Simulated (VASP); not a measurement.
# PrW2I2 (P6mm) in VASP: single point with PBE

Aim: the single point of PrW2I2 with PBE.

All numbers are computed with VASP 6.6.1; they aren't measurements. Logs are shortened: lines on timing, memory, paths and dates and some standing lists are left out, and cuts for length are marked.

## 1. The cell of the first run

It takes space group P6mm (No. 183, hexagonal). The conventional cell has a = 5.259 Å, b = 5.259 Å, c = 5.567 Å, α = 90.00°, β = 90.00°, γ = 120.00°. Pr (site symmetry 6mm) has 6 I at 3.28 Å and 6 W at 3.41 Å within 4.3 Å. Within 3.6 Å of W (site symmetry 3m) lie 2 I at 2.75 to 2.81 Å and 3 W at 3.04 Å and 3 Pr at 3.41 Å. I (site symmetry 3m) has 2 W at 2.75 to 2.81 Å and 3 I at 3.04 Å and 3 Pr at 3.28 Å within 3.6 Å.

The cell was built from a structure type or drawn by symmetry, and may not be a known phase.

## 2. Single point, PBE

INCAR

```
SYSTEM = PrW2I2
  PREC = Accurate
  ENCUT = 500
  EDIFF = 1E-6
  ISMEAR = 0
  SIGMA = 0.2
  LREAL = .FALSE.
  LASPH = .TRUE.
  NELM = 200
  ALGO = Normal
  ISIF = 2
  LWAVE = .FALSE.
  LCHARG = .FALSE.
  GGA = PE
  NBANDS = 34
  GGA_COMPAT = .FALSE.
  LMAXMIX = 6
```

KPOINTS

```
Automatic mesh
0
G
  3 3 3
  0 0 0
```

POSCAR

```
PrW2I2
1.0
    5.2587249590     -0.0000000025      0.0000000000
   -2.6293624773      4.5541894072      0.0000000000
    0.0000000000      0.0000000000      5.5673531047
Pr W I
1 2 2
Direct
    0.0000000000      0.0000000000      0.4399485985
    0.3333333333      0.6666666667      0.7206546911
    0.6666666667      0.3333333333      0.7206546911
    0.3333333333      0.6666666667      0.2154216496
    0.6666666667      0.3333333333      0.2154216496
```

Potentials or basis: VASP PAW PBE potentials, release 64 (Pr_3, W_sv, I), 4f in core.

Command:

```bash
$ cat potpaw_PBE.64/Pr_3/POTCAR potpaw_PBE.64/W_sv/POTCAR potpaw_PBE.64/I/POTCAR > POTCAR
$ mpirun -np 1 vasp_std > vasp.out
```

OUTCAR:

```text
SYSTEM = PrW2I2
   PREC = Accurate
   ENCUT = 500
   EDIFF = 1E-6
   ISMEAR = 0
   LREAL = .FALSE.
   LASPH = .TRUE.
   NELM = 200
   ISIF = 2
   GGA = PE

 ion  position               nearest neighbor table
   1  0.000  0.000  0.440-   4 3.28   5 3.28   4 3.28   5 3.28   5 3.28   4 3.28   2 3.41   3 3.41
                             2 3.41   3 3.41   2 3.41   3 3.41
   2  0.333  0.667  0.721-   4 2.75   4 2.81   3 3.04   3 3.04   3 3.04   1 3.41   1 3.41   1 3.41

   3  0.667  0.333  0.721-   5 2.75   5 2.81   2 3.04   2 3.04   2 3.04   1 3.41   1 3.41   1 3.41

   4  0.333  0.667  0.215-   2 2.75   2 2.81   5 3.04   5 3.04   5 3.04   1 3.28   1 3.28   1 3.28

   5  0.667  0.333  0.215-   3 2.75   3 2.81   4 3.04   4 3.04   4 3.04   1 3.28   1 3.28   1 3.28

  LATTYP: Found a hexagonal cell.
 ALAT       =     5.2587249590
 C/A-ratio  =     1.0586887788

  Lattice vectors:

 A1 = (   5.2587249590,  -0.0000000025,   0.0000000000)
 A2 = (  -2.6293624773,   4.5541894072,   0.0000000000)
 A3 = (   0.0000000000,   0.0000000000,   5.5673531047)

Analysis of symmetry for initial positions (statically):
=====================================================================
 Subroutine PRICEL returns:
 Original cell was already a primitive cell.

 Routine SETGRP: Setting up the symmetry group for a
 hexagonal supercell.

 Subroutine GETGRP returns: Found 12 space group operations
 (whereof 12 operations were pure point group operations)
 out of a pool of 24 trial point group operations.

The static configuration has the point symmetry C_6v.

Analysis of symmetry for dynamics (positions and initial velocities):
=====================================================================
 Subroutine PRICEL returns:
 Original cell was already a primitive cell.

 Routine SETGRP: Setting up the symmetry group for a
 hexagonal supercell.

 Subroutine GETGRP returns: Found 12 space group operations
 (whereof 12 operations were pure point group operations)
 out of a pool of 24 trial point group operations.

The dynamic configuration has the point symmetry C_6v.

 Subroutine INISYM returns: Found 12 space group operations
 (whereof 12 operations are pure point group operations),
 and found     1 'primitive' translations

----------------------------------------------------------------------------------------

                                     Primitive cell

  volume of cell :     133.3338

  direct lattice vectors                    reciprocal lattice vectors
     5.258724959 -0.000000003  0.000000000     0.190160164  0.109789022  0.000000000
    -2.629362477  4.554189407  0.000000000     0.000000000  0.219578044  0.000000000
     0.000000000  0.000000000  5.567353105     0.000000000  0.000000000  0.179618569

  length of vectors
     5.258724959  5.258724959  5.567353105     0.219578044  0.219578044  0.179618569

  position of ions in fractional coordinates (direct lattice)
     0.000000000  0.000000000  0.439948599
     0.333333333  0.666666667  0.720654691
     0.666666667  0.333333333  0.720654691
     0.333333333  0.666666667  0.215421650
     0.666666667  0.333333333  0.215421650

  ion indices of the primitive-cell ions
   primitive index   ion index
                 1           1
                 2           2
                 3           3
                 4           4
                 5           5

----------------------------------------------------------------------------------------

 KPOINTS: Automatic mesh

Automatic generation of k-mesh.
 Grid dimensions read from file:
 generate k-points for:    3    3    3

 Generating k-lattice:

  Cartesian coordinates                     Fractional coordinates (reciprocal lattice)
     0.063386721  0.036596341  0.000000000     0.333333333 -0.000000000  0.000000000
     0.000000000  0.073192681  0.000000000    -0.000000000  0.333333333  0.000000000
     0.000000000  0.000000000  0.059872856     0.000000000  0.000000000  0.333333333

  Length of vectors
     0.073192681  0.073192681  0.059872856

  Shift w.r.t. Gamma in fractional coordinates (k-lattice)
     0.000000000  0.000000000  0.000000000

 Subroutine IBZKPT returns following result:
 ===========================================

 Found      6 irreducible k-points:

 Following reciprocal coordinates:
            Coordinates               Weight
  0.000000  0.000000  0.000000      1.000000
  0.333333 -0.000000  0.000000      6.000000
  0.333333  0.333333  0.000000      2.000000
  0.000000  0.000000  0.333333      2.000000
  0.333333 -0.000000  0.333333     12.000000
  0.333333  0.333333  0.333333      4.000000
   k-points           NKPTS =      6   k-points in BZ     NKDIM =      6   number of bands    NBANDS=     34
   number of dos      NEDOS =    301   number of ions     NIONS =      5
   total plane-waves  NPLWV =  67200
   dimension x,y,z NGX =    40 NGY =   40 NGZ =   42
   dimension x,y,z NGXF=    80 NGYF=   80 NGZF=   84
   ions per type =               1   2   2
   NGX,Y,Z   is equivalent  to a cutoff of  12.65, 12.65, 12.54 a.u.
   NGXF,Y,Z  is equivalent  to a cutoff of  25.29, 25.29, 25.08 a.u.
 SYSTEM =  PrW2I2
   PREC   = accura    normal or accurate (medium, high low for compatibility)
   ISTART =      0    job   : 0-new  1-cont  2-samecut
   ICHARG =      2    charge: 1-file 2-atom 10-const
   ISPIN  =      1    spin polarized calculation?
   LNONCOLLINEAR =      F non collinear calculations
   LSORBIT =      F    spin-orbit coupling
   LASPH  =      T    aspherical Exc in radial PAW
   ENCUT  =  500.0 eV  36.75 Ry    6.06 a.u.   9.59  9.59 10.15*2*pi/ulx,y,z
   NELM   =    200;   NELMIN=  2; NELMDL= -5     # of ELM steps
   EDIFF  = 0.1E-05   stopping-criterion for ELM
   LREAL  =      F    real-space projection
   EDIFFG = 0.1E-04   stopping-criterion for IOM
   NSW    =      0    number of steps for IOM
   IBRION =     -1    ionic relax: 0-MD 1-quasi-New 2-CG
   NFREE  =      0    steps in history (QN), initial steepest desc. (CG)
   ISIF   =      2    stress and relaxation
   ISYM   =      2    0-nonsym 1-usesym 2-fastsym
   POTIM  = 0.5000    time-step for ionic-motion
   TEBEG  =    0.0;   TEEND  =   0.0 temperature during run
   PSTRESS=    0.0 pullay stress
   NELECT =      53.0000    total number of electrons
   NUPDOWN=      -1.0000    fix difference up-down
   EMIN   =  10.00;   EMAX   =-10.00  energy-range for DOS
   EFERMI =   0.00;   METHOD = LEGACY
   ISMEAR =     0;   SIGMA  =   0.20  broadening in eV -4-tet -1-fermi 0-gaus
   EFERMI_NEDOS =   21; number of points for ismear=-14 and -15
   IALGO  =     38    algorithm
   IMIX   =      4    mixing-type and parameters
     AMIX     =   0.40;   BMIX     =  1.00
     AMIX_MAG =   1.60;   BMIX_MAG =  1.00
  volume/ion in A,a.u.               =      26.67       179.96
  Fermi-wavevector in a.u.,A,eV,Ry     =   1.203705  2.274672 19.713555  1.448905
  Thomas-Fermi vector in A             =   2.339451
   LORBIT       =      0    0 simple, 1 ext, 2 COOP (PROOUT), +10 PAW based schemes
   GGA     = PE    functional components
   LHFCALC =     F    Hartree Fock is set to
   AEXX    =    0.0000 exact exchange contribution
   IVDW    =     0    specifies the selected vdW correction
   LEPSILON=     F    determine dielectric tensor
   LRPA    =     F    only Hartree local field effects (RPA)
 non-spin polarized calculation
 Gauss-broadening in eV      SIGMA  =   0.20
  energy-cutoff  :      500.00
  volume of cell :      133.33
 maximum number of plane-waves:      3410
 NGX is ok and might be reduce to    40
   NGX = 19   NGY = 19   NGZ = 21

 number of electron      53.0000006 magnetization

 Free energy of the ion-electron system (eV)
  ---------------------------------------------------
  ext. energy  EPLUGINS =         0.00000000
  ---------------------------------------------------
  free energy    TOTEN  =       -28.43164315 eV

  energy without entropy =      -28.37084983  energy(sigma->0) =      -28.40124649

 E-fermi :   7.1839     XC(G=0): -10.4866

 val. band max:        6.9381018929   @ k =   0.0000   0.0000   0.0000
 cond. band min:       7.1993027910   @ k =   0.3333   0.3333   0.0000
 fundamental gap:      0.2612008981
 Fermi energy:         7.1839313797

 k-point     1 :       0.0000    0.0000    0.0000
  band No.  band energies     occupation
      1     -66.8686      2.00000
      2     -66.8468      2.00000
      3     -31.2803      2.00000
      4     -31.2325      2.00000
      5     -30.9961      2.00000
      6     -30.9961      2.00000
[... 26 lines left out ...]
     33      10.3945      0.00000
     34      10.3945      0.00000

 k-point     2 :       0.3333   -0.0000    0.0000
  band No.  band energies     occupation
      1     -66.8640      2.00000
      2     -66.8514      2.00000
      3     -31.2698      2.00000
      4     -31.2425      2.00000
      5     -31.0078      2.00000
      6     -30.9612      2.00000
[... 26 lines left out ...]
     33       9.5207      0.00000
     34       9.5534      0.00000

 k-point     3 :       0.3333    0.3333    0.0000
  band No.  band energies     occupation
      1     -66.8577      2.00000
      2     -66.8577      2.00000
      3     -31.2560      2.00000
      4     -31.2560      2.00000
      5     -31.0214      2.00000
      6     -30.8925      2.00000
[... 26 lines left out ...]
     33       9.8151      0.00000
     34      10.0858      0.00000

 k-point     4 :       0.0000    0.0000    0.3333
  band No.  band energies     occupation
      1     -66.8686      2.00000
      2     -66.8469      2.00000
      3     -31.2801      2.00000
      4     -31.2320      2.00000
      5     -30.9960      2.00000
      6     -30.9960      2.00000
[... 26 lines left out ...]
     33       9.9573      0.00000
     34      10.5029      0.00000

 k-point     5 :       0.3333   -0.0000    0.3333
  band No.  band energies     occupation
      1     -66.8640      2.00000
      2     -66.8514      2.00000
      3     -31.2694      2.00000
      4     -31.2420      2.00000
      5     -31.0078      2.00000
      6     -30.9611      2.00000
[... 26 lines left out ...]
     33       9.6027      0.00000
     34      10.3445      0.00000

 k-point     6 :       0.3333    0.3333    0.3333
  band No.  band energies     occupation
      1     -66.8577      2.00000
      2     -66.8577      2.00000
      3     -31.2555      2.00000
      4     -31.2555      2.00000
      5     -31.0213      2.00000
      6     -30.8925      2.00000
[... 26 lines left out ...]
     33       9.6441      0.00000
     34      10.0162      0.00000

------------------------ aborting loop because EDIFF is reached ----------------------------------------

  FORCE on cell =-STRESS in cart. coord.  units (eV):
  Direction    XX          YY          ZZ          XY          YZ          ZX
  --------------------------------------------------------------------------------------
  -------------------------------------------------------------------------------------
  Total        0.0482110      0.0482110     -0.0099918      0.0000000      0.0000000      0.0000000
  in kB        0.5793175      0.5793175     -0.1200648      0.0000000      0.0000000      0.0000000
  external PRESSURE =       0.3461901 kB  Pullay stress =       0.0000000 kB

 VOLUME and BASIS-vectors are now :
 -----------------------------------------------------------------------------
  energy-cutoff  :      500.00
  volume of cell :      133.33
      direct lattice vectors                 reciprocal lattice vectors
     5.258724959 -0.000000003  0.000000000     0.190160164  0.109789022  0.000000000
    -2.629362477  4.554189407  0.000000000     0.000000000  0.219578044  0.000000000
     0.000000000  0.000000000  5.567353105     0.000000000  0.000000000  0.179618569

 POSITION                                       TOTAL-FORCE (eV/Angst)
 -----------------------------------------------------------------------------------
      0.00000      0.00000      2.44935        -0.000000      0.000000     -0.003525
      0.00000      3.03613      4.01214         0.000000     -0.000000      0.000656
      2.62936      1.51806      4.01214        -0.000000     -0.000000      0.000656
      0.00000      3.03613      1.19933        -0.000000      0.000000      0.001106
      2.62936      1.51806      1.19933         0.000000      0.000000      0.001106
 -----------------------------------------------------------------------------------
    total drift:                                0.000000      0.000000     -0.000806

  FREE ENERGIE OF THE ION-ELECTRON SYSTEM (eV)
  ---------------------------------------------------
  free  energy   TOTEN  =       -28.4316431483 eV

  energy  without entropy=      -28.3708498334  energy(sigma->0) =      -28.40124649
```

It took 19 s on 1 thread of AMD EPYC 9R45 (Zen 5), shared host; peak memory 0.22 GiB.

What came out:

| Item | Value |
| --- | --- |
| Free energy | -28.4316 eV |
| Pressure | 0.0 GPa |
| Largest force | 0.004 eV/Å |
| Band gap on the k mesh | zero (an odd number of electrons rules out a gap without spin polarisation) |

Forces on the atoms (eV/Å):
```
Pr   0.000  0.000 -0.004
W    0.000  0.000  0.001
W    0.000  0.000  0.001
I    0.000  0.000  0.001
I    0.000  0.000  0.001
```

Caveat: the k points lie up to 0.46 Å⁻¹ apart, too coarse for converged energies and pressures of a metal; spin-orbit coupling is left out, which moves the levels of the heavy elements; the 4f electrons are frozen in the core, so they carry no moment and show no levels; an odd number of electrons without spin polarisation forces a metal; a magnetic or distorted state may lie lower; the run has no spin polarisation, though such a crystal can be magnetic. Spin polarisation is off, so any magnetic state and its effect on volume and gap are missing.
